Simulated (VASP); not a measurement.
Mg2BeS3: single point with PBEsol

Mg2BeS3:

```
Mg Be S
1.0
     4.15888    0.00000    0.00000
    -2.07944    3.60170    0.00000
     0.00000    0.00000    6.72026
Mg Be S
2 1 3
Direct
  0.66667 0.33333 0.26827
  0.66667 0.33333 0.73173
  0.00000 0.00000 0.00000
  0.00000 0.00000 0.50000
  0.33333 0.66667 0.00000
  0.33333 0.66667 0.50000
```

```json
{
 "Program": "VASP 6.6.1",
 "Task": "single point",
 "Functional": "PBEsol",
 "Potentials or basis": "VASP PAW PBE potentials, release 64 (Mg, Be, S)",
 "Cutoff": "520 eV",
 "k mesh": "6 × 6 × 4",
 "Occupations": "fermi-dirac, width 0.03 eV",
 "Spin": "no spin polarisation",
 "Dipole correction": "no",
 "Further INCAR settings": "ALGO = Normal; EDIFF = 1e-07; NBANDS = 21"
}
```

The pressure is 0.0 GPa and the largest force is 0.008 eV/Å. The band gap on the k mesh is zero (band 12 reaches 6.72 eV, above the bottom of band 13 at 4.92 eV).

Forces on the atoms (eV/Å):
```
Mg   0.000  0.000  0.008
Mg   0.000  0.000 -0.008
Be   0.000  0.000  0.000
S    0.000  0.000  0.000
S    0.000  0.000  0.000
S    0.000  0.000  0.000
```

Stress tensor (GPa, compression positive):
```
 0.00  0.00  0.00
 0.00  0.00  0.00
 0.00  0.00 -0.12
```

Levels at points of the mesh, in eV from the Fermi level:
```csv
k point,band 9,band 10,band 11,band 12,band 13,band 14,band 15,band 16
"(0.00, 0.00, 0.00)",-3.30,-2.36,-2.36,-2.33,-0.93,1.30,1.30,1.45
"(0.50, 0.00, 0.00)",-4.51,-2.01,-0.98,0.58,0.61,1.54,2.42,2.49
"(0.00, 0.00, 0.50)",-4.17,-2.36,-2.36,-1.85,-0.46,1.06,1.08,1.08
"(0.50, 0.00, 0.50)",-4.13,-3.36,-0.94,-0.62,0.62,1.55,2.75,3.04
```

Wall time 18 s on 1 thread of Intel(R) Xeon(R) 6975P-C (Granite Rapids), with other jobs on the host, peak memory 0.23 GiB.

Caveat: the PAW data sets were made with another functional, which shifts forces and pressure a little.
